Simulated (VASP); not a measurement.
# Ga (C2/c) in VASP: single point with PBE

Aim: the single point of Ga with PBE.

All numbers are computed with VASP 6.6.1; they aren't measurements. Logs are shortened: lines on timing, memory, paths and dates and some standing lists are left out, and cuts for length are marked.

## Step 1: The cell of the first run

It takes space group C2/c (No. 15, monoclinic). The conventional cell has a = 3.596 Å, b = 4.538 Å, c = 5.445 Å, α = 90.00°, β = 107.70°, γ = 90.00°. Ga (site symmetry 2) has 14 Ga at 2.90 to 3.97 Å within 4.0 Å.

## Step 2: Single point, PBE (21.16 Å³/atom)

INCAR

```
SYSTEM = Ga
PREC     = Accurate       ! precision mode
ENCUT    = 520            ! plane-wave cutoff, eV
EDIFF    = 1E-6           ! SCF threshold, eV
ISMEAR   = 0              ! smearing method
SIGMA    = 0.1            ! smearing width, eV
LREAL    = .FALSE.        ! projectors in reciprocal space
LASPH    = .TRUE.         ! aspherical terms in the spheres
NELM     = 80             ! most SCF steps
ALGO     = Fast           ! electronic algorithm
ISIF     = 2              ! what is computed and relaxed
LWAVE    = .FALSE.        ! write WAVECAR
LCHARG   = .TRUE.         ! write CHGCAR
GGA      = PE             ! functional
LELF     = .TRUE.         ! ELF
LVHAR    = .TRUE.       
NBANDS   = 20             ! bands
```

KPOINTS

```
Automatic mesh
0
G
  20 20 12
  0 0 0
```

POSCAR

```
Ga
1.0
    1.7978242037     -2.2690331957     -0.0242688782
    1.7978242037      2.2690331957     -0.0242688782
   -1.5857338802      0.0000000000      5.2094070406
Ga
2
Direct
    0.8708889489      0.1291110511      0.7500000000
    0.1291110511      0.8708889489      0.2500000000
```

Potentials or basis: VASP PAW PBE potentials, release 64 (Ga_d).

Command:

```bash
$ cat potpaw_PBE.64/Ga_d/POTCAR > POTCAR
$ mpirun -np 1 vasp_std > vasp.out
```

OUTCAR:

```text
SYSTEM = Ga
   PREC = Accurate
   ENCUT = 520
   EDIFF = 1E-6
   ISMEAR = 0
   LREAL = .FALSE.
   LASPH = .TRUE.
   NELM = 80
   ISIF = 2
   GGA = PE

 ion  position               nearest neighbor table
   1  0.871  0.129  0.750-
   2  0.129  0.871  0.250-

  LATTYP: Found a base centered monoclinic cell.
 ALAT       =     3.5959759987
 B/A-ratio  =     1.2619846164
 C/A-ratio  =     1.5143061285
 COS(beta)  =    -0.3040919602

  Lattice vectors:

 A1 = (   1.7978242037,  -2.2690331957,  -0.0242688782)
 A2 = (   1.7978242037,   2.2690331957,  -0.0242688782)
 A3 = (  -1.5857338802,   0.0000000000,   5.2094070406)

Analysis of symmetry for initial positions (statically):
=====================================================================
 Subroutine PRICEL returns:
 Original cell was already a primitive cell.

 Routine SETGRP: Setting up the symmetry group for a
 base centered monoclinic supercell.

 Subroutine GETGRP returns: Found  4 space group operations
 (whereof  2 operations were pure point group operations)
 out of a pool of  4 trial point group operations.

The static configuration has the point symmetry S_2 .
 The point group associated with its full space group is C_2h.

Analysis of symmetry for dynamics (positions and initial velocities):
=====================================================================
 Subroutine PRICEL returns:
 Original cell was already a primitive cell.

 Routine SETGRP: Setting up the symmetry group for a
 base centered monoclinic supercell.

 Subroutine GETGRP returns: Found  4 space group operations
 (whereof  2 operations were pure point group operations)
 out of a pool of  4 trial point group operations.

The dynamic configuration has the point symmetry S_2 .
 The point group associated with its full space group is C_2h.

 Subroutine INISYM returns: Found  4 space group operations
 (whereof  2 operations are pure point group operations),
 and found     1 'primitive' translations

----------------------------------------------------------------------------------------

                                     Primitive cell

  volume of cell :      42.3271

  direct lattice vectors                    reciprocal lattice vectors
     1.797824204 -2.269033196 -0.024268878     0.279261463 -0.220358169  0.085006673
     1.797824204  2.269033196 -0.024268878     0.279261463  0.220358169  0.085006673
    -1.585733880  0.000000000  5.209407041     0.002601971  0.000000000  0.192752462

  length of vectors
     2.895042744  2.895042744  5.445408493     0.365746937  0.365746937  0.192770023

  position of ions in fractional coordinates (direct lattice)
     0.870888949  0.129111051  0.750000000
     0.129111051  0.870888949  0.250000000

  ion indices of the primitive-cell ions
   primitive index   ion index
                 1           1
                 2           2

----------------------------------------------------------------------------------------

 KPOINTS: Automatic mesh

Automatic generation of k-mesh.
 Grid dimensions read from file:
 generate k-points for:   20   20   12

 Generating k-lattice:

  Cartesian coordinates                     Fractional coordinates (reciprocal lattice)
     0.013963073 -0.011017908  0.004250334     0.050000000 -0.000000000 -0.000000000
     0.013963073  0.011017908  0.004250334    -0.000000000  0.050000000 -0.000000000
     0.000216831  0.000000000  0.016062705     0.000000000  0.000000000  0.083333333

  Length of vectors
     0.018287347  0.018287347  0.016064169

  Shift w.r.t. Gamma in fractional coordinates (k-lattice)
     0.000000000  0.000000000  0.000000000

 Subroutine IBZKPT returns following result:
 ===========================================

 Found   1272 irreducible k-points:

 Following reciprocal coordinates:
            Coordinates               Weight
  0.000000  0.000000  0.000000      1.000000
  0.050000 -0.000000  0.000000      4.000000
  0.100000 -0.000000  0.000000      4.000000
  0.150000 -0.000000  0.000000      4.000000
  0.200000 -0.000000  0.000000      4.000000
  0.250000 -0.000000  0.000000      4.000000
[... 16 lines left out ...]
 -0.400000  0.050000  0.000000      4.000000
 -0.350000  0.050000  0.000000      4.000000
 [... further k-points ...]
   k-points           NKPTS =   1272   k-points in BZ     NKDIM =   1272   number of bands    NBANDS=     20
   number of dos      NEDOS =    301   number of ions     NIONS =      2
   total plane-waves  NPLWV =  23040
   dimension x,y,z NGX =    24 NGY =   24 NGZ =   40
   dimension x,y,z NGXF=    48 NGYF=   48 NGZF=   80
   ions per type =               2
   NGX,Y,Z   is equivalent  to a cutoff of  13.78, 13.78, 12.21 a.u.
   NGXF,Y,Z  is equivalent  to a cutoff of  27.56, 27.56, 24.42 a.u.
 SYSTEM =  Ga
   PREC   = accura    normal or accurate (medium, high low for compatibility)
   ISTART =      0    job   : 0-new  1-cont  2-samecut
   ICHARG =      2    charge: 1-file 2-atom 10-const
   ISPIN  =      1    spin polarized calculation?
   LNONCOLLINEAR =      F non collinear calculations
   LSORBIT =      F    spin-orbit coupling
   LASPH  =      T    aspherical Exc in radial PAW
   ENCUT  =  520.0 eV  38.22 Ry    6.18 a.u.   5.38  5.38 10.12*2*pi/ulx,y,z
   NELM   =     80;   NELMIN=  2; NELMDL= -5     # of ELM steps
   EDIFF  = 0.1E-05   stopping-criterion for ELM
   LREAL  =      F    real-space projection
   EDIFFG = 0.1E-04   stopping-criterion for IOM
   NSW    =      0    number of steps for IOM
   IBRION =     -1    ionic relax: 0-MD 1-quasi-New 2-CG
   NFREE  =      0    steps in history (QN), initial steepest desc. (CG)
   ISIF   =      2    stress and relaxation
   ISYM   =      2    0-nonsym 1-usesym 2-fastsym
   POTIM  = 0.5000    time-step for ionic-motion
   TEBEG  =    0.0;   TEEND  =   0.0 temperature during run
   PSTRESS=    0.0 pullay stress
   NELECT =      26.0000    total number of electrons
   NUPDOWN=      -1.0000    fix difference up-down
   EMIN   =  10.00;   EMAX   =-10.00  energy-range for DOS
   EFERMI =   0.00;   METHOD = LEGACY
   ISMEAR =     0;   SIGMA  =   0.10  broadening in eV -4-tet -1-fermi 0-gaus
   EFERMI_NEDOS =   21; number of points for ismear=-14 and -15
   IALGO  =     68    algorithm
   IMIX   =      4    mixing-type and parameters
     AMIX     =   0.40;   BMIX     =  1.00
     AMIX_MAG =   1.60;   BMIX_MAG =  1.00
  volume/ion in A,a.u.               =      21.16       142.82
  Fermi-wavevector in a.u.,A,eV,Ry     =   1.391639  2.629816 26.349844  1.936659
  Thomas-Fermi vector in A             =   2.515459
   LORBIT       =      0    0 simple, 1 ext, 2 COOP (PROOUT), +10 PAW based schemes
   GGA     = PE    functional components
   LHFCALC =     F    Hartree Fock is set to
   AEXX    =    0.0000 exact exchange contribution
   IVDW    =     0    specifies the selected vdW correction
   LEPSILON=     F    determine dielectric tensor
   LRPA    =     F    only Hartree local field effects (RPA)
 non-spin polarized calculation
 RMM-DIIS sequential band-by-band and
 Gauss-broadening in eV      SIGMA  =   0.10
  energy-cutoff  :      520.00
  volume of cell :       42.33
 maximum number of plane-waves:      1161
 NGX is ok and might be reduce to    24
   NGX = 11   NGY = 11   NGZ = 21

 number of electron      25.9999997 magnetization

 Free energy of the ion-electron system (eV)
  ---------------------------------------------------
  ext. energy  EPLUGINS =         0.00000000
  ---------------------------------------------------
  free energy    TOTEN  =        -5.73599704 eV

  energy without entropy =       -5.73224156  energy(sigma->0) =       -5.73411930

 E-fermi :   4.4767     XC(G=0): -10.4191

 val. band max:        4.4751241289   @ k =   0.3000   0.3000   0.0000
 cond. band min:       4.4795062821   @ k =   0.4500   0.4500   0.1667
 fundamental gap:      0.0043821533
 Fermi energy:         4.4766773009

 k-point     1 :       0.0000    0.0000    0.0000
  band No.  band energies     occupation
      1     -10.4732      2.00000
      2     -10.4706      2.00000
      3     -10.4166      2.00000
      4     -10.3882      2.00000
      5     -10.2640      2.00000
      6     -10.2542      2.00000
[... 12 lines left out ...]
     19      16.5051      0.00000
     20      17.0104      0.00000

 k-point     2 :       0.0500   -0.0000    0.0000
  band No.  band energies     occupation
      1     -10.4698      2.00000
      2     -10.4674      2.00000
      3     -10.4143      2.00000
      4     -10.3855      2.00000
      5     -10.2652      2.00000
      6     -10.2571      2.00000
[... 12 lines left out ...]
     19      16.9227      0.00000
     20      17.2428      0.00000

 k-point     3 :       0.1000   -0.0000    0.0000
  band No.  band energies     occupation
      1     -10.4626      2.00000
      2     -10.4579      2.00000
      3     -10.4075      2.00000
      4     -10.3765      2.00000
      5     -10.2698      2.00000
      6     -10.2628      2.00000
[... 12 lines left out ...]
     19      17.2205      0.00000
     20      17.6300      0.00000

 k-point     4 :       0.1500   -0.0000    0.0000
  band No.  band energies     occupation
      1     -10.4574      2.00000
      2     -10.4436      2.00000
      3     -10.3973      2.00000
      4     -10.3600      2.00000
      5     -10.2782      2.00000
      6     -10.2671      2.00000
[... 12 lines left out ...]
     19      17.5117      0.00000
     20      18.1143      0.00000

 k-point     5 :       0.2000   -0.0000    0.0000
  band No.  band energies     occupation
      1     -10.4555      2.00000
      2     -10.4301      2.00000
      3     -10.3851      2.00000
      4     -10.3448      2.00000
      5     -10.2805      2.00000
      6     -10.2698      2.00000
[... 12 lines left out ...]
     19      17.7243      0.00000
     20      18.3133      0.00000
[... 353 lines left out ...]
      6     -10.2570      2.00000
[... 12 lines left out ...]
     19      16.0024      0.00000
     20      17.4691      0.00000

 k-point    22 :      -0.4500    0.0500    0.0000
  band No.  band energies     occupation
      1     -10.4671      2.00000
      2     -10.4150      2.00000
      3     -10.3991      2.00000
      4     -10.3610      2.00000
      5     -10.2801      2.00000
      6     -10.2599      2.00000
[... 12 lines left out ...]
     19      16.0979      0.00000
     20      17.4028      0.00000

 k-point    23 :      -0.4000    0.0500    0.0000
  band No.  band energies     occupation
      1     -10.4613      2.00000
      2     -10.4134      2.00000
      3     -10.3907      2.00000
      4     -10.3591      2.00000
      5     -10.2793      2.00000
      6     -10.2620      2.00000
[... 12 lines left out ...]
     19      16.1603      0.00000
     20      17.4175      0.00000

 k-point    24 :      -0.3500    0.0500    0.0000
  band No.  band energies     occupation
      1     -10.4546      2.00000
      2     -10.4121      2.00000
      3     -10.3784      2.00000
      4     -10.3570      2.00000
      5     -10.2779      2.00000
      6     -10.2628      2.00000
[... 12 lines left out ...]
     19      16.2479      0.00000
     20      17.4415      0.00000

 [... further k-points ...]

------------------------ aborting loop because EDIFF is reached ----------------------------------------

  FORCE on cell =-STRESS in cart. coord.  units (eV):
  Direction    XX          YY          ZZ          XY          YZ          ZX
  --------------------------------------------------------------------------------------
  -------------------------------------------------------------------------------------
  Total       -0.9285305     -0.9202662     -0.9510617      0.0000000      0.0000000      0.0026304
  in kB      -35.1470285    -34.8342072    -35.9998867      0.0000000      0.0000000      0.0995660
  external PRESSURE =     -35.3270408 kB  Pullay stress =       0.0000000 kB

 VOLUME and BASIS-vectors are now :
 -----------------------------------------------------------------------------
  energy-cutoff  :      520.00
  volume of cell :       42.33
      direct lattice vectors                 reciprocal lattice vectors
     1.797824204 -2.269033196 -0.024268878     0.279261463 -0.220358169  0.085006673
     1.797824204  2.269033196 -0.024268878     0.279261463  0.220358169  0.085006673
    -1.585733880  0.000000000  5.209407041     0.002601971  0.000000000  0.192752462

 POSITION                                       TOTAL-FORCE (eV/Angst)
 -----------------------------------------------------------------------------------
      0.60852     -1.68312      3.88279         0.000000     -0.000543     -0.000000
      1.40139      1.68312      1.27808        -0.000000      0.000543      0.000000
 -----------------------------------------------------------------------------------
    total drift:                               -0.000000     -0.000000      0.000000

  FREE ENERGIE OF THE ION-ELECTRON SYSTEM (eV)
  ---------------------------------------------------
  free  energy   TOTEN  =        -5.7359970436 eV

  energy  without entropy=       -5.7322415626  energy(sigma->0) =       -5.73411930
```

Wall time 6 min (1 thread of AMD EPYC 9R45 (Zen 5), shared host); peak memory 0.82 GiB.

Results:

```
Free energy            : -5.7360 eV
Pressure               : -3.5 GPa
Band gap on the k mesh : zero (bands 13 and 14 overlap by 5.87 eV)
```

Caveat: the cell stands under tension.
